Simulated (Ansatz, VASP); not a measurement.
# V in VASP and in Ansatz

```
V
1.0
     0.00000    1.89500    1.89500
     1.89500    0.00000    1.89500
     1.89500    1.89500    0.00000
V
1
Direct
  0.00000 0.00000 0.00000
```

Alike in both runs: task single point; functional PBE; k mesh 15 × 15 × 15; occupations fermi-dirac, width 0.08 eV; collinear spin.

|  | VASP | Ansatz |
| --- | --- | --- |
| version | VASP 6.6.1 | Ansatz 0.2.0 |
| potentials or method | VASP PAW PBE potentials, release 64 (V_sv), cutoff 520 eV | all-electron LAPW, scalar-relativistic |

Ansatz gave:

```
pressure (GPa)           : 3.9
net moment per atom (μB) : 0.00
```

Task: What did VASP give for the same quantities?

Result: Pressure (GPa): 4.2; net moment per atom (μB): 0.00.

Ansatz ran all-electron here, and VASP with PAW potentials. Ansatz's warnings: seeded moment not kept.
